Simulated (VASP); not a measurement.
# Be (P6_3/mmc) in VASP: notebook

Runs on Be. Level: r2SCAN. Tasks: single point, relaxation of cell and atoms.

Program: VASP 6.6.1. These are calculated values, not measurements. Logs are shortened: lines on timing, memory, paths and dates and some standing lists are left out, and cuts for length are marked.

### 1 The cell of the first run

Symmetry: P6_3/mmc, No. 194, hexagonal system. The conventional cell has a = 2.828 Å, b = 2.828 Å, c = 4.665 Å, α = 90.00°, β = 90.00°, γ = 120.00°. Within 2.3 Å of Be (site symmetry 3m) lie 4 Be at 1.73 to 1.75 Å.

### 2 Single point, r2SCAN

The input, POSCAR:

```
Be
1.0
    2.8275484864      0.0000000000      0.0000000000
   -1.4137742432      2.4487288197      0.0000000000
    0.0000000000      0.0000000000      4.6654550026
Be
4
Direct
    0.3333333333      0.6666666667      0.4375000000
    0.6666666667      0.3333333333      0.9375000000
    0.6666666667      0.3333333333      0.5625000000
    0.3333333333      0.6666666667      0.0625000000
```

The input, INCAR.step1:

```
SYSTEM = Be
PREC     = Accurate       ! precision mode
ENCUT    = 520            ! plane-wave cutoff, eV
ISMEAR   = 0              ! smearing method
SIGMA    = 0.1            ! smearing width, eV
LREAL    = .False.        ! projectors in reciprocal space
LASPH    = .True.         ! aspherical terms in the spheres
NELM     = 100            ! most SCF steps
NBANDS   = 12             ! bands
GGA      = PE             ! functional
ALGO     = Normal         ! electronic algorithm
EDIFF    = 1E-4           ! SCF threshold, eV
LWAVE    = .True.         ! write WAVECAR
LCHARG   = .False.        ! write CHGCAR
```

The input, INCAR.step2:

```
SYSTEM = Be
PREC     = Accurate       ! precision mode
ENCUT    = 520            ! plane-wave cutoff, eV
EDIFF    = 1E-6           ! SCF threshold, eV
ISMEAR   = 0              ! smearing method
SIGMA    = 0.1            ! smearing width, eV
LREAL    = .False.        ! projectors in reciprocal space
LASPH    = .True.         ! aspherical terms in the spheres
NELM     = 100            ! most SCF steps
ALGO     = Normal         ! electronic algorithm
ISIF     = 2              ! what is computed and relaxed
LWAVE    = .False.        ! write WAVECAR
LCHARG   = .True.         ! write CHGCAR
METAGGA  = R2SCAN         ! meta-GGA
LMIXTAU  = .True.       
LELF     = .True.         ! ELF
LVHAR    = .True.       
NBANDS   = 12             ! bands
ISTART   = 1
```

The input, KPOINTS:

```
regular mesh
0
Gamma
  9 9 4
  0 0 0
```

Potentials or basis: VASP PAW PBE potentials, release 64 (Be).

Run with:

```
cat potpaw_PBE.64/Be/POTCAR > POTCAR
cp INCAR.step1 INCAR
mpirun -np 1 vasp_std > vasp.out
cp INCAR.step2 INCAR
mpirun -np 1 vasp_std > vasp.out
```

OUTCAR:

```text
SYSTEM = Be
   PREC = Accurate
   ENCUT = 520
   EDIFF = 1E-6
   ISMEAR = 0
   LREAL = .False.
   LASPH = .True.
   NELM = 100
   ISIF = 2
   METAGGA = R2SCAN
   ISTART = 1

 ion  position               nearest neighbor table
   1  0.333  0.667  0.438-   3 1.73   3 1.73   3 1.73   4 1.75
   2  0.667  0.333  0.938-   4 1.73   4 1.73   4 1.73   3 1.75
   3  0.667  0.333  0.562-   1 1.73   1 1.73   1 1.73   2 1.75
   4  0.333  0.667  0.062-   2 1.73   2 1.73   2 1.73   1 1.75

  LATTYP: Found a hexagonal cell.
 ALAT       =     2.8275484864
 C/A-ratio  =     1.6500000000

  Lattice vectors:

 A1 = (   2.8275484864,   0.0000000000,   0.0000000000)
 A2 = (  -1.4137742432,   2.4487288197,   0.0000000000)
 A3 = (   0.0000000000,   0.0000000000,   4.6654550026)

Analysis of symmetry for initial positions (statically):
=====================================================================
 Subroutine PRICEL returns:
 Original cell was already a primitive cell.

 Routine SETGRP: Setting up the symmetry group for a
 hexagonal supercell.

 Subroutine GETGRP returns: Found 24 space group operations
 (whereof 12 operations were pure point group operations)
 out of a pool of 24 trial point group operations.

The static configuration has the point symmetry D_3d.
 The point group associated with its full space group is D_6h.

Analysis of symmetry for dynamics (positions and initial velocities):
=====================================================================
 Subroutine PRICEL returns:
 Original cell was already a primitive cell.

 Routine SETGRP: Setting up the symmetry group for a
 hexagonal supercell.

 Subroutine GETGRP returns: Found 24 space group operations
 (whereof 12 operations were pure point group operations)
 out of a pool of 24 trial point group operations.

The dynamic configuration has the point symmetry D_3d.
 The point group associated with its full space group is D_6h.

 Subroutine INISYM returns: Found 24 space group operations
 (whereof 12 operations are pure point group operations),
 and found     1 'primitive' translations

----------------------------------------------------------------------------------------

                                     Primitive cell

  volume of cell :      32.3031

  direct lattice vectors                    reciprocal lattice vectors
     2.827548486  0.000000000  0.000000000     0.353663255  0.204187575  0.000000000
    -1.413774243  2.448728820  0.000000000     0.000000000  0.408375150  0.000000000
     0.000000000  0.000000000  4.665455003     0.000000000  0.000000000  0.214341366

  length of vectors
     2.827548486  2.827548486  4.665455003     0.408375150  0.408375150  0.214341366

  position of ions in fractional coordinates (direct lattice)
     0.333333333  0.666666667  0.437500000
     0.666666667  0.333333333  0.937500000
     0.666666667  0.333333333  0.562500000
     0.333333333  0.666666667  0.062500000

  ion indices of the primitive-cell ions
   primitive index   ion index
                 1           1
                 2           2
                 3           3
                 4           4

----------------------------------------------------------------------------------------

 KPOINTS: regular mesh

Automatic generation of k-mesh.
 Grid dimensions read from file:
 generate k-points for:    9    9    4

 Generating k-lattice:

  Cartesian coordinates                     Fractional coordinates (reciprocal lattice)
     0.039295917  0.022687508  0.000000000     0.111111111 -0.000000000  0.000000000
     0.000000000  0.045375017  0.000000000     0.000000000  0.111111111  0.000000000
     0.000000000  0.000000000  0.053585342     0.000000000  0.000000000  0.250000000

  Length of vectors
     0.045375017  0.045375017  0.053585342

  Shift w.r.t. Gamma in fractional coordinates (k-lattice)
     0.000000000  0.000000000  0.000000000

 Subroutine IBZKPT returns following result:
 ===========================================

 Found     36 irreducible k-points:

 Following reciprocal coordinates:
            Coordinates               Weight
  0.000000  0.000000  0.000000      1.000000
  0.111111  0.000000  0.000000      6.000000
  0.222222 -0.000000  0.000000      6.000000
  0.333333 -0.000000  0.000000      6.000000
  0.444444 -0.000000  0.000000      6.000000
  0.111111  0.111111  0.000000      6.000000
[... 16 lines left out ...]
  0.333333  0.222222  0.250000     24.000000
  0.333333  0.333333  0.250000      4.000000
 [... further k-points ...]
   k-points           NKPTS =     36   k-points in BZ     NKDIM =     36   number of bands    NBANDS=     12
   number of dos      NEDOS =    301   number of ions     NIONS =      4
   total plane-waves  NPLWV =  20736
   dimension x,y,z NGX =    24 NGY =   24 NGZ =   36
   dimension x,y,z NGXF=    48 NGYF=   48 NGZF=   72
   ions per type =               4
   NGX,Y,Z   is equivalent  to a cutoff of  14.11, 14.11, 12.83 a.u.
   NGXF,Y,Z  is equivalent  to a cutoff of  28.22, 28.22, 25.66 a.u.
 SYSTEM =  Be
   PREC   = accura    normal or accurate (medium, high low for compatibility)
   ISTART =      1    job   : 0-new  1-cont  2-samecut
   ICHARG =      0    charge: 1-file 2-atom 10-const
   ISPIN  =      1    spin polarized calculation?
   LNONCOLLINEAR =      F non collinear calculations
   LSORBIT =      F    spin-orbit coupling
   LASPH  =      T    aspherical Exc in radial PAW
   ENCUT  =  520.0 eV  38.22 Ry    6.18 a.u.   5.26  5.26  8.67*2*pi/ulx,y,z
   NELM   =    100;   NELMIN=  2; NELMDL=  0     # of ELM steps
   EDIFF  = 0.1E-05   stopping-criterion for ELM
   LREAL  =      F    real-space projection
[... 7 lines left out ...]
   TEBEG  =    0.0;   TEEND  =   0.0 temperature during run
   PSTRESS=    0.0 pullay stress
   NELECT =       8.0000    total number of electrons
   NUPDOWN=      -1.0000    fix difference up-down
   EMIN   =  10.00;   EMAX   =-10.00  energy-range for DOS
   EFERMI =   0.00;   METHOD = LEGACY
   ISMEAR =     0;   SIGMA  =   0.10  broadening in eV -4-tet -1-fermi 0-gaus
   EFERMI_NEDOS =   21; number of points for ismear=-14 and -15
   IALGO  =     38    algorithm
   IMIX   =      4    mixing-type and parameters
     AMIX     =   0.40;   BMIX     =  1.00
     AMIX_MAG =   1.60;   BMIX_MAG =  1.00
  volume/ion in A,a.u.               =       8.08        54.50
  Fermi-wavevector in a.u.,A,eV,Ry     =   1.028071  1.942773 14.380414  1.056931
  Thomas-Fermi vector in A             =   2.162049
   LORBIT       =      0    0 simple, 1 ext, 2 COOP (PROOUT), +10 PAW based schemes
   METAGGA = R2SCAN    functional components
   LHFCALC =     F    Hartree Fock is set to
   AEXX    =    0.0000 exact exchange contribution
   IVDW    =     0    specifies the selected vdW correction
   LEPSILON=     F    determine dielectric tensor
   LRPA    =     F    only Hartree local field effects (RPA)
 non-spin polarized calculation
 Gauss-broadening in eV      SIGMA  =   0.10
  energy-cutoff  :      520.00
  volume of cell :       32.30
 maximum number of plane-waves:       882
 NGX is ok and might be reduce to    24
   NGX = 11   NGY = 11   NGZ = 17

 number of electron       8.0000000 magnetization

 Free energy of the ion-electron system (eV)
  ---------------------------------------------------
  ext. energy  EPLUGINS =         0.00000000
  ---------------------------------------------------
  free energy    TOTEN  =        -7.08854123 eV

  energy without entropy =       -7.08480641  energy(sigma->0) =       -7.08667382

 E-fermi :   5.9880     XC(G=0): -11.0897

 val. band max:        5.9730925568   @ k =   0.3333   0.1111   0.0000
 cond. band min:       6.0783310754   @ k =   0.4444   0.1111   0.2500
 fundamental gap:      0.1052385186
 Fermi energy:         5.9880213905

 k-point     1 :       0.0000    0.0000    0.0000
  band No.  band energies     occupation
      1      -5.0777      2.00000
      2      -0.6391      2.00000
      3       1.4374      2.00000
      4      10.5814      0.00000
      5      10.5814      0.00000
      6      13.6058      0.00000
      7      14.4082      0.00000
      8      14.4082      0.00000
      9      15.9892      0.00000
     10      15.9892      0.00000
     11      17.2644      0.00000
     12      20.9930      0.00000

 k-point     2 :       0.1111    0.0000    0.0000
  band No.  band energies     occupation
      1      -4.8373      2.00000
      2      -0.3660      2.00000
      3       1.6190      2.00000
      4       9.2454      0.00000
      5       9.7519      0.00000
      6      12.9908      0.00000
      7      13.1292      0.00000
      8      13.6770      0.00000
      9      16.4606      0.00000
     10      17.0976      0.00000
     11      17.8892      0.00000
     12      21.4634      0.00000

 k-point     3 :       0.2222   -0.0000    0.0000
  band No.  band energies     occupation
      1      -4.1177      2.00000
      2       0.4354      2.00000
      3       2.1629      2.00000
      4       6.5579      0.00000
      5       8.3796      0.00000
      6      10.8623      0.00000
      7      11.4949      0.00000
      8      12.3990      0.00000
      9      16.4422      0.00000
     10      18.5194      0.00000
     11      18.5619      0.00000
     12      19.3386      0.00000

 k-point     4 :       0.3333   -0.0000    0.0000
  band No.  band energies     occupation
      1      -2.9288      2.00000
      2       1.6139      2.00000
      3       3.0538      2.00000
      4       3.8884      2.00000
      5       7.3091      0.00000
      6       8.5976      0.00000
      7       9.2199      0.00000
      8      11.3743      0.00000
      9      15.9640      0.00000
     10      18.1269      0.00000
     11      18.5092      0.00000
     12      19.0372      0.00000

 k-point     5 :       0.4444   -0.0000    0.0000
  band No.  band energies     occupation
      1      -1.3394      2.00000
      2       0.9573      2.00000
      3       3.6996      2.00000
      4       4.1428      2.00000
      5       6.7475      0.00000
      6       6.7707      0.00000
      7       6.9253      0.00000
      8      10.8316      0.00000
      9      15.6792      0.00000
     10      17.6189      0.00000
     11      18.1935      0.00000
     12      19.3499      0.00000
[... 228 lines left out ...]
      1      -0.1932      2.00000
      2       0.6650      2.00000
      3       3.0555      2.00000
      4       3.1603      2.00000
      5       6.0783      0.20154
      6       7.8453      0.00000
      7       7.8796      0.00000
      8       9.1961      0.00000
      9      16.0703      0.00000
     10      17.0444      0.00000
     11      18.8444      0.00000
     12      21.5282      0.00000

 k-point    22 :       0.2222    0.2222    0.2500
  band No.  band energies     occupation
      1      -1.8731      2.00000
      2       0.7333      2.00000
      3       4.4847      2.00000
      4       4.5624      2.00000
      5       5.6182      2.00000
      6       7.1231      0.00000
      7       8.1085      0.00000
      8      10.0082      0.00000
      9      15.7915      0.00000
     10      18.7317      0.00000
     11      20.3118      0.00000
     12      21.0019      0.00000

 k-point    23 :       0.3333    0.2222    0.2500
  band No.  band energies     occupation
      1      -0.2646      2.00000
      2       1.6843      2.00000
      3       2.7491      2.00000
      4       3.9465      2.00000
      5       4.8359      2.00000
      6       6.4301      0.00000
      7       7.9638      0.00000
      8       9.1805      0.00000
      9      14.4856      0.00000
     10      19.6050      0.00000
     11      20.3834      0.00000
     12      22.0048      0.00000

 k-point    24 :       0.3333    0.3333    0.2500
  band No.  band energies     occupation
      1       1.1880      2.00000
      2       1.8162      2.00000
      3       1.8162      2.00000
      4       4.2065      2.00000
      5       4.7186      2.00000
      6       4.7186      2.00000
      7       8.6233      0.00000
      8       8.6233      0.00000
      9      13.5789      0.00000
     10      21.0951      0.00000
     11      21.0951      0.00000
     12      22.4891      0.00000

 [... further k-points ...]
[... 5 lines left out ...]
  --------------------------------------------------------------------------------------
  -------------------------------------------------------------------------------------
  Total       14.1146450     14.1146450     12.3742738      0.0000000      0.0000000      0.0000000
  in kB      700.0608386    700.0608387    613.7415764      0.0000000      0.0000000      0.0000000
  external PRESSURE =     671.2877512 kB  Pullay stress =       0.0000000 kB

 VOLUME and BASIS-vectors are now :
 -----------------------------------------------------------------------------
  energy-cutoff  :      520.00
  volume of cell :       32.30
      direct lattice vectors                 reciprocal lattice vectors
     2.827548486  0.000000000  0.000000000     0.353663255  0.204187575  0.000000000
    -1.413774243  2.448728820  0.000000000     0.000000000  0.408375150  0.000000000
     0.000000000  0.000000000  4.665455003     0.000000000  0.000000000  0.214341366

 POSITION                                       TOTAL-FORCE (eV/Angst)
 -----------------------------------------------------------------------------------
     -0.00000      1.63249      2.04114         0.000000     -0.000000      0.472300
      1.41377      0.81624      4.37386        -0.000000      0.000000      0.472300
      1.41377      0.81624      2.62432        -0.000000      0.000000     -0.472300
     -0.00000      1.63249      0.29159         0.000000     -0.000000     -0.472300
 -----------------------------------------------------------------------------------
    total drift:                               -0.000000      0.000000      0.000000

  FREE ENERGIE OF THE ION-ELECTRON SYSTEM (eV)
  ---------------------------------------------------
  free  energy   TOTEN  =        -7.0885412262 eV

  energy  without entropy=       -7.0848064083  energy(sigma->0) =       -7.08667382
```

It took 25 s on 1 thread of Intel Xeon Platinum 8488C (Sapphire Rapids), shared host; peak memory 0.15 GiB.

Results:

```
Free energy            : -7.0885 eV
Pressure               : 67.1 GPa
Largest force          : 0.472 eV/Å
Band gap on the k mesh : zero (bands 4 and 5 overlap by 7.05 eV)
```

Forces in eV/Å, atoms in the order of the input:
```
Be   0.000  0.000  0.472
Be   0.000  0.000  0.472
Be   0.000  0.000 -0.472
Be   0.000  0.000 -0.472
```

Levels at points of the mesh, in eV from the Fermi level:
```tsv
k point	band 1	band 2	band 3	band 4	band 5	band 6	band 7	band 8	band 9
(0.00, 0.00, 0.00)	-11.07	-6.63	-4.55	4.59	4.59	7.62	8.42	8.42	10.00
(0.00, 0.00, 0.50)	-9.74	-9.74	1.08	1.08	5.97	5.97	5.97	5.97	12.15
```

Caveat: the stress differs along the axes, from 61 to 70 GPa; the PAW data sets were made with another functional, which shifts forces and pressure a little.

### 3 Relaxation of cell and atoms, r2SCAN

POSCAR is that of step 2.

The input, INCAR.step1:

```
SYSTEM = Be
PREC = Accurate
ENCUT = 600
ISMEAR = 0
SIGMA = 0.1
LREAL = .False.
LASPH = .True.
NELM = 100
GGA = PE
ALGO = Normal
EDIFF = 1E-4
LWAVE = .True.
LCHARG = .False.
```

The input, INCAR.step2:

```
SYSTEM = Be
PREC = Accurate
ENCUT = 600
EDIFF = 1E-6
ISMEAR = 0
SIGMA = 0.1
LREAL = .False.
LASPH = .True.
NELM = 100
ALGO = Normal
ISIF = 3
LWAVE = .False.
LCHARG = .False.
METAGGA = R2SCAN
LMIXTAU = .True.
IBRION = 2
NSW = 90
EDIFFG = -0.04
ISTART = 1
```

The input, KPOINTS:

```
Automatic mesh
0
Gamma
  9 9 4
  0 0 0
```

Potentials or basis: VASP PAW PBE potentials, release 64 (Be).

Run with:

```
cat potpaw_PBE.64/Be/POTCAR > POTCAR
cp INCAR.step1 INCAR
mpirun -np 1 vasp_std > vasp.out
cp INCAR.step2 INCAR
mpirun -np 1 vasp_std > vasp.out
```

It took 12 min on 1 thread of Intel Xeon Platinum 8488C (Sapphire Rapids), shared host; peak memory 0.16 GiB.

It converged, with:

| Property | Result |
| --- | --- |
| Free energy | -13.4903 eV |
| Relaxed volume | 11.92 Å³/atom |
| Relaxed cell | a = 3.719 Å, b = 3.719 Å, c = 3.982 Å, α = 90.00°, β = 90.00°, γ = 120.00° |
| Space group after relaxing (to 0.1 Å) | P6/mmm (No. 191) |
| Energy gained by relaxing | 1600.4 meV/atom |
| Ionic steps | 40 |
| Pressure after relaxing | -0.1 GPa |
| Largest force after relaxing | 0.008 eV/Å |
| Band gap on the k mesh | zero (bands 4 and 5 overlap by 4.19 eV) |

Forces in eV/Å, atoms in the order of the input:
```
Be   0.000  0.000  0.008
Be   0.000  0.000  0.008
Be   0.000  0.000 -0.008
Be   0.000  0.000 -0.008
```

Stress tensor (GPa, compression positive):
```
-0.22  0.00  0.00
 0.00 -0.22  0.00
 0.00  0.00  0.01
```

The path:
```csv
step,energy change (eV),largest force (eV/Å),pressure (GPa),volume (Å³)
1,0.0000,0.4723,67.13,32.30
2,-3.4189,0.0044,7.43,50.84
3,-3.5611,0.0266,2.26,55.58
4,-3.4778,0.0567,-4.19,65.91
5,-3.5817,0.0431,-0.35,58.87
6,-3.5818,0.0410,0.11,58.23
7,-3.6112,0.2015,-0.12,58.25
8,-3.6315,0.5150,-0.17,58.25
9,-3.6374,0.7200,-0.08,58.23
10,-3.6601,1.1244,-0.10,58.17
11,-3.7094,2.1165,-0.55,57.92
12,-3.5316,4.9239,1.34,56.92
13,-3.7262,2.3516,-0.63,57.84
14,-3.7060,3.4671,-0.01,57.45
15,-3.7326,2.6033,-0.49,57.76
16,-3.7342,2.6231,-0.48,57.76
17,-3.7386,2.6836,-0.46,57.77
18,-3.7464,2.8047,-0.53,57.77
19,-3.7645,3.0556,-0.75,57.77
20,-3.7824,3.6051,-0.50,57.75
21,-3.8174,3.6642,-0.69,57.75
22,-3.9275,3.8423,-1.12,57.74
23,-4.1444,4.2173,-1.96,57.67
24,-4.4403,4.9480,-1.11,57.29
25,-4.8239,4.3299,-2.30,57.23
26,-5.5437,2.4506,-4.03,56.97
27,-4.0086,4.0846,5.59,56.02
28,-5.5131,2.2708,-3.38,56.87
29,-5.4972,0.8146,-2.13,56.63
30,-5.5441,1.6441,-2.95,56.77
31,-5.7725,1.3349,-4.34,56.47
32,-6.1580,0.6286,-6.76,55.46
33,-6.1930,0.4489,-7.28,55.05
34,-6.2565,0.3347,-6.41,53.78
35,-6.3767,0.0795,-3.01,50.10
36,-6.2069,1.3193,7.94,43.25
37,-6.3924,0.2383,-1.32,48.71
38,-6.3929,0.2809,-1.01,48.43
39,-6.3996,0.1300,-0.57,48.04
40,-6.4017,0.0081,-0.14,47.70
```

Final structure:
```yaml
crystal:
  lattice:
    - [3.71924, 0.00000, 0.00000]
    - [-1.85962, 3.22096, 0.00000]
    - [0.00000, 0.00000, 3.98159]
  atoms:
    - { symbol: Be, position: [0.33333, 0.66667, 0.49993] }
    - { symbol: Be, position: [0.66667, 0.33333, 0.99993] }
    - { symbol: Be, position: [0.66667, 0.33333, 0.50007] }
    - { symbol: Be, position: [0.33333, 0.66667, 0.00007] }
```

Levels at points of the mesh, in eV from the Fermi level:
| k point | band 1 | band 2 | band 3 | band 4 | band 5 | band 6 | band 7 | band 8 |
| --- | --- | --- | --- | --- | --- | --- | --- | --- |
| (0.00, 0.00, 0.00) | -8.67 | -3.04 | 0.54 | 0.54 | 2.01 | 5.33 | 5.34 | 5.34 |
| (0.00, 0.00, 0.50) | -6.81 | -6.81 | 2.86 | 2.86 | 2.86 | 2.86 | 5.96 | 5.96 |

Caveat: the volume moved by over 15 % at a fixed basis, so the end points are rough; the PAW data sets were made with another functional, which shifts forces and pressure a little.

The gap in the log of VASP goes by the Fermi energy; the results here count the filled bands.